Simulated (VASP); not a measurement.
# C (P-1) in VASP: single point with r2SCAN

Aim: the single point of C with r2SCAN.

All numbers are computed with VASP 6.6.1; they aren't measurements. Logs are shortened: lines on timing, memory, paths and dates and some standing lists are left out, and cuts for length are marked.

### Step 1. The cell of the first run

The typed cell holds 2 atoms: a = 3.794 Å, b = 3.794 Å, c = 3.794 Å, α = 37.77°, β = 37.77°, γ = 37.77°.

### Step 2. Single point, r2SCAN (atoms moved at random)

POSCAR reads:

```
C
1.0
    1.2279165312      0.7089379398      3.5190776898
   -1.2279165312      0.7089379398      3.5190776898
    0.0000000000     -1.4178758797      3.5190776898
C
2
Direct
    0.2187271905      0.3405654846     -0.0708406200
    0.7812728095      0.6594345154      1.0708406200
```

INCAR.step1 reads:

```
SYSTEM = C
PREC = Accurate
ENCUT = 660
ISMEAR = 0
SIGMA = 0.05
LREAL = .False.
LASPH = .True.
NELM = 120
NBANDS = 11
GGA = PE
ALGO = Normal
EDIFF = 1E-5
LWAVE = .True.
LCHARG = .False.
GGA_COMPAT = .False.
```

INCAR.step2 reads:

```
SYSTEM = C
PREC = Accurate
ENCUT = 660
EDIFF = 1E-6
ISMEAR = 0
SIGMA = 0.05
LREAL = .False.
LASPH = .True.
NELM = 120
ALGO = Normal
ISIF = 2
LWAVE = .False.
LCHARG = .True.
METAGGA = R2SCAN
LMIXTAU = .True.
LELF = .True.
LVHAR = .True.
NBANDS = 11
ISTART = 1
GGA_COMPAT = .False.
```

KPOINTS reads:

```
regular mesh
0
Gamma
  12 12 12
  0 0 0
```

Potentials or basis: VASP PAW PBE potentials, release 64 (C).

Started as:

```sh
$ cat potpaw_PBE.64/C/POTCAR > POTCAR
$ cp INCAR.step1 INCAR
$ mpirun -np 1 vasp_std > vasp.out
$ cp INCAR.step2 INCAR
$ mpirun -np 1 vasp_std > vasp.out
```

OUTCAR:

```text
SYSTEM = C
   PREC = Accurate
   ENCUT = 660
   EDIFF = 1E-6
   ISMEAR = 0
   LREAL = .False.
   LASPH = .True.
   NELM = 120
   ISIF = 2
   METAGGA = R2SCAN
   ISTART = 1

 ion  position               nearest neighbor table
   1  0.219  0.341  0.929-   2 0.97   2 1.56   2 1.87
   2  0.781  0.659  0.071-   1 0.97   1 1.56   1 1.87

 -----------------------------------------------------------------------------
|                                                                             |
|           W    W    AA    RRRRR   N    N  II  N    N   GGGG   !!!           |
|           W    W   A  A   R    R  NN   N  II  NN   N  G    G  !!!           |
|           W    W  A    A  R    R  N N  N  II  N N  N  G       !!!           |
|           W WW W  AAAAAA  RRRRR   N  N N  II  N  N N  G  GGG   !            |
|           WW  WW  A    A  R   R   N   NN  II  N   NN  G    G                |
|           W    W  A    A  R    R  N    N  II  N    N   GGGG   !!!           |
|                                                                             |
|     The distance between some ions is very small. Please check the          |
|     nearest-neighbor list in the OUTCAR file.                               |
|     I HOPE YOU KNOW WHAT YOU ARE DOING!                                     |
|                                                                             |
 -----------------------------------------------------------------------------

  LATTYP: Found a trigonal (rhomboedric) cell.
 ALAT       =     3.7939794144
 COS(alpha) =     0.7905030291

  Lattice vectors:

 A1 = (   1.2279165312,   0.7089379398,   3.5190776898)
 A2 = (  -1.2279165312,   0.7089379398,   3.5190776898)
 A3 = (   0.0000000000,  -1.4178758797,   3.5190776898)

Analysis of symmetry for initial positions (statically):
=====================================================================
 Subroutine PRICEL returns:
 Original cell was already a primitive cell.

 Routine SETGRP: Setting up the symmetry group for a
 trigonal (rhombohedral) supercell.

 Subroutine GETGRP returns: Found  2 space group operations
 (whereof  2 operations were pure point group operations)
 out of a pool of 12 trial point group operations.

The static configuration has the point symmetry S_2 .

Analysis of symmetry for dynamics (positions and initial velocities):
=====================================================================
 Subroutine PRICEL returns:
 Original cell was already a primitive cell.

 Routine SETGRP: Setting up the symmetry group for a
 trigonal (rhombohedral) supercell.

 Subroutine GETGRP returns: Found  2 space group operations
 (whereof  2 operations were pure point group operations)
 out of a pool of 12 trial point group operations.

The dynamic configuration has the point symmetry S_2 .

 Subroutine INISYM returns: Found  2 space group operations
 (whereof  2 operations are pure point group operations),
 and found     1 'primitive' translations

----------------------------------------------------------------------------------------

                                     Primitive cell

  volume of cell :      18.3805

  direct lattice vectors                    reciprocal lattice vectors
     1.227916531  0.708937940  3.519077690     0.407193801  0.235093451  0.094721789
    -1.227916531  0.708937940  3.519077690    -0.407193801  0.235093451  0.094721789
     0.000000000 -1.417875880  3.519077690     0.000000000 -0.470186902  0.094721789

  length of vectors
     3.793979414  3.793979414  3.793979414     0.479633130  0.479633130  0.479633130

  position of ions in fractional coordinates (direct lattice)
     0.218727190  0.340565485  0.929159380
     0.781272810  0.659434515  0.070840620

  ion indices of the primitive-cell ions
   primitive index   ion index
                 1           1
                 2           2

----------------------------------------------------------------------------------------

 KPOINTS: regular mesh

Automatic generation of k-mesh.
 Grid dimensions read from file:
 generate k-points for:   12   12   12

 Generating k-lattice:

  Cartesian coordinates                     Fractional coordinates (reciprocal lattice)
     0.033932817  0.019591121  0.007893482     0.083333333  0.000000000 -0.000000000
    -0.033932817  0.019591121  0.007893482     0.000000000  0.083333333 -0.000000000
     0.000000000 -0.039182242  0.007893482    -0.000000000 -0.000000000  0.083333333

  Length of vectors
     0.039969428  0.039969428  0.039969428

  Shift w.r.t. Gamma in fractional coordinates (k-lattice)
     0.000000000  0.000000000  0.000000000

 Subroutine IBZKPT returns following result:
 ===========================================

 Found    868 irreducible k-points:

 Following reciprocal coordinates:
            Coordinates               Weight
  0.000000  0.000000  0.000000      1.000000
  0.083333 -0.000000 -0.000000      2.000000
 -0.000000  0.083333 -0.000000      2.000000
 -0.000000 -0.000000  0.083333      2.000000
  0.166667 -0.000000 -0.000000      2.000000
 -0.000000  0.166667 -0.000000      2.000000
[... 16 lines left out ...]
  0.166667  0.083333 -0.000000      2.000000
 -0.166667  0.000000 -0.083333      2.000000
 [... further k-points ...]
   k-points           NKPTS =    868   k-points in BZ     NKDIM =    868   number of bands    NBANDS=     11
   number of dos      NEDOS =    301   number of ions     NIONS =      2
   total plane-waves  NPLWV =  32768
   dimension x,y,z NGX =    32 NGY =   32 NGZ =   32
   dimension x,y,z NGXF=    64 NGYF=   64 NGZF=   64
   ions per type =               2
   NGX,Y,Z   is equivalent  to a cutoff of  14.02, 14.02, 14.02 a.u.
   NGXF,Y,Z  is equivalent  to a cutoff of  28.04, 28.04, 28.04 a.u.
 SYSTEM =  C
   PREC   = accura    normal or accurate (medium, high low for compatibility)
   ISTART =      1    job   : 0-new  1-cont  2-samecut
   ICHARG =      0    charge: 1-file 2-atom 10-const
   ISPIN  =      1    spin polarized calculation?
   LNONCOLLINEAR =      F non collinear calculations
   LSORBIT =      F    spin-orbit coupling
   LASPH  =      T    aspherical Exc in radial PAW
   ENCUT  =  660.0 eV  48.51 Ry    6.96 a.u.   7.95  7.95  7.95*2*pi/ulx,y,z
   NELM   =    120;   NELMIN=  2; NELMDL=  0     # of ELM steps
   EDIFF  = 0.1E-05   stopping-criterion for ELM
   LREAL  =      F    real-space projection
   EDIFFG = 0.1E-04   stopping-criterion for IOM
   NSW    =      0    number of steps for IOM
   IBRION =     -1    ionic relax: 0-MD 1-quasi-New 2-CG
   NFREE  =      0    steps in history (QN), initial steepest desc. (CG)
   ISIF   =      2    stress and relaxation
   ISYM   =      2    0-nonsym 1-usesym 2-fastsym
   POTIM  = 0.5000    time-step for ionic-motion
   TEBEG  =    0.0;   TEEND  =   0.0 temperature during run
   PSTRESS=    0.0 pullay stress
   NELECT =       8.0000    total number of electrons
   NUPDOWN=      -1.0000    fix difference up-down
   EMIN   =  10.00;   EMAX   =-10.00  energy-range for DOS
   EFERMI =   0.00;   METHOD = LEGACY
   ISMEAR =     0;   SIGMA  =   0.05  broadening in eV -4-tet -1-fermi 0-gaus
   EFERMI_NEDOS =   21; number of points for ismear=-14 and -15
   IALGO  =     38    algorithm
   IMIX   =      4    mixing-type and parameters
     AMIX     =   0.40;   BMIX     =  1.00
     AMIX_MAG =   1.60;   BMIX_MAG =  1.00
  volume/ion in A,a.u.               =       9.19        62.02
  Fermi-wavevector in a.u.,A,eV,Ry     =   1.240659  2.344506 20.942561  1.539235
  Thomas-Fermi vector in A             =   2.375090
   LORBIT       =      0    0 simple, 1 ext, 2 COOP (PROOUT), +10 PAW based schemes
   METAGGA = R2SCAN    functional components
   LHFCALC =     F    Hartree Fock is set to
   AEXX    =    0.0000 exact exchange contribution
   IVDW    =     0    specifies the selected vdW correction
   LEPSILON=     F    determine dielectric tensor
   LRPA    =     F    only Hartree local field effects (RPA)
 non-spin polarized calculation
 Gauss-broadening in eV      SIGMA  =   0.05
  energy-cutoff  :      660.00
  volume of cell :       18.38
 maximum number of plane-waves:       722
   NGX = 15   NGY = 15   NGZ = 15

 number of electron       8.0000000 magnetization

 Free energy of the ion-electron system (eV)
  ---------------------------------------------------
  ext. energy  EPLUGINS =         0.00000000
  ---------------------------------------------------
  free energy    TOTEN  =       -10.60599821 eV

  energy without entropy =      -10.60599821  energy(sigma->0) =      -10.60599821

 E-fermi :   4.3109     XC(G=0): -10.5038

 val. band max:        4.1107300080   @ k =   0.2500   0.4167   0.2500
 cond. band min:       4.5042317672   @ k =   0.5000  -0.0833   0.5000
 fundamental gap:      0.3935017591
 Fermi energy:         4.3108833047

 k-point     1 :       0.0000    0.0000    0.0000
  band No.  band energies     occupation
      1     -16.6843      2.00000
      2      -4.2929      2.00000
      3      -3.9116      2.00000
      4       3.9504      2.00000
      5       8.1445      0.00000
      6      11.0114      0.00000
      7      14.5834      0.00000
      8      19.1468      0.00000
      9      24.6626      0.00000
     10      25.4584      0.00000
     11      26.4335      0.00000

 k-point     2 :       0.0833   -0.0000   -0.0000
  band No.  band energies     occupation
      1     -16.5377      2.00000
      2      -4.5240      2.00000
      3      -3.7077      2.00000
      4       3.3988      2.00000
      5       8.3440      0.00000
      6      11.5509      0.00000
      7      14.6289      0.00000
      8      17.9745      0.00000
      9      23.0537      0.00000
     10      26.1511      0.00000
     11      28.8890      0.00000

 k-point     3 :      -0.0000    0.0833   -0.0000
  band No.  band energies     occupation
      1     -16.5319      2.00000
      2      -4.4997      2.00000
      3      -3.7424      2.00000
      4       4.0003      2.00000
      5       8.2840      0.00000
      6       9.6372      0.00000
      7      15.5675      0.00000
      8      18.2089      0.00000
      9      24.7885      0.00000
     10      25.4632      0.00000
     11      27.7029      0.00000

 k-point     4 :      -0.0000   -0.0000    0.0833
  band No.  band energies     occupation
      1     -16.5213      2.00000
      2      -4.4326      2.00000
      3      -3.7751      2.00000
      4       3.1978      2.00000
      5       8.3725      0.00000
      6      10.7220      0.00000
      7      15.4358      0.00000
      8      18.7649      0.00000
      9      24.3233      0.00000
     10      24.8337      0.00000
     11      27.8308      0.00000

 k-point     5 :       0.1667   -0.0000   -0.0000
  band No.  band energies     occupation
      1     -16.1067      2.00000
      2      -5.1404      2.00000
      3      -3.1572      2.00000
      4       2.2139      2.00000
      5       8.8784      0.00000
      6      12.4697      0.00000
      7      14.5263      0.00000
      8      15.9758      0.00000
      9      21.9729      0.00000
     10      26.6889      0.00000
     11      29.5325      0.00000
[... 211 lines left out ...]
 k-point    21 :      -0.0833    0.0000   -0.0833
  band No.  band energies     occupation
      1     -16.5277      2.00000
      2      -4.5172      2.00000
      3      -3.7539      2.00000
      4       3.9993      2.00000
      5       8.3105      0.00000
      6       9.6699      0.00000
      7      15.5733      0.00000
      8      18.2877      0.00000
      9      24.7804      0.00000
     10      25.3073      0.00000
     11      27.6638      0.00000

 k-point    22 :      -0.0000    0.0833    0.0833
  band No.  band energies     occupation
      1     -16.5337      2.00000
      2      -4.5045      2.00000
      3      -3.7640      2.00000
      4       3.3936      2.00000
      5       8.4745      0.00000
      6      11.5493      0.00000
      7      14.6071      0.00000
      8      17.8235      0.00000
      9      23.0467      0.00000
     10      26.3455      0.00000
     11      28.8910      0.00000

 k-point    23 :       0.1667    0.0833   -0.0000
  band No.  band energies     occupation
      1     -16.2131      2.00000
      2      -4.8104      2.00000
      3      -3.4807      2.00000
      4       1.8726      2.00000
      5       8.9205      0.00000
      6      12.2505      0.00000
      7      15.3597      0.00000
      8      17.3426      0.00000
      9      22.6005      0.00000
     10      24.7967      0.00000
     11      29.5490      0.00000

 k-point    24 :      -0.1667    0.0000   -0.0833
  band No.  band energies     occupation
      1     -16.2454      2.00000
      2      -4.9567      2.00000
      3      -3.3805      2.00000
      4       3.4028      2.00000
      5       8.6854      0.00000
      6       9.9306      0.00000
      7      15.4337      0.00000
      8      16.7148      0.00000
      9      23.0704      0.00000
     10      26.5785      0.00000
     11      29.1484      0.00000

 [... further k-points ...]

------------------------ aborting loop because EDIFF is reached ----------------------------------------

  FORCE on cell =-STRESS in cart. coord.  units (eV):
  Direction    XX          YY          ZZ          XY          YZ          ZX
  --------------------------------------------------------------------------------------
  -------------------------------------------------------------------------------------
  Total       40.7506415     10.6586278      0.1025915     13.5036296     -1.3233022     -4.3574577
  in kB     3552.1219100    929.0834144      8.9426193   1177.0744416   -115.3486291   -379.8276606
  external PRESSURE =    1496.7159812 kB  Pullay stress =       0.0000000 kB

 VOLUME and BASIS-vectors are now :
 -----------------------------------------------------------------------------
  energy-cutoff  :      660.00
  volume of cell :       18.38
      direct lattice vectors                 reciprocal lattice vectors
     1.227916531  0.708937940  3.519077690     0.407193801  0.235093451  0.094721789
    -1.227916531  0.708937940  3.519077690    -0.407193801  0.235093451  0.094721789
     0.000000000 -1.417875880  3.519077690     0.000000000 -0.470186902  0.094721789

 POSITION                                       TOTAL-FORCE (eV/Angst)
 -----------------------------------------------------------------------------------
     -0.14961     -0.92093      5.23798        53.684768     16.310603     -2.582157
      0.14961      0.92093      5.31925       -53.684768    -16.310603      2.582157
 -----------------------------------------------------------------------------------
    total drift:                                0.000000     -0.000000     -0.000000

  FREE ENERGIE OF THE ION-ELECTRON SYSTEM (eV)
  ---------------------------------------------------
  free  energy   TOTEN  =       -10.6059982130 eV

  energy  without entropy=      -10.6059982130  energy(sigma->0) =      -10.60599821
```

It took 29 min on 1 thread of Oxide Virtual Turin-like, shared host; peak memory 0.3 GiB.

Results:

```
Free energy   : -10.6060 eV
Pressure      : 149.7 GPa
Largest force : 56.167 eV/Å
```

Forces on the atoms (eV/Å):
```
C    53.685  16.311  -2.582
C   -53.685 -16.311   2.582
```

Stress tensor (GPa, compression positive):
```
355.21 117.71 -37.98
117.71  92.91 -11.53
-37.98 -11.53   0.89
```

Caveat: the cell differs from its parent crystal (atoms moved at random); atoms lie so close that the PAW spheres overlap strongly, which falsifies energies and pressures; the stress differs along the axes, from 1 to 355 GPa; the PAW data sets were made with another functional, which shifts forces and pressure a little.
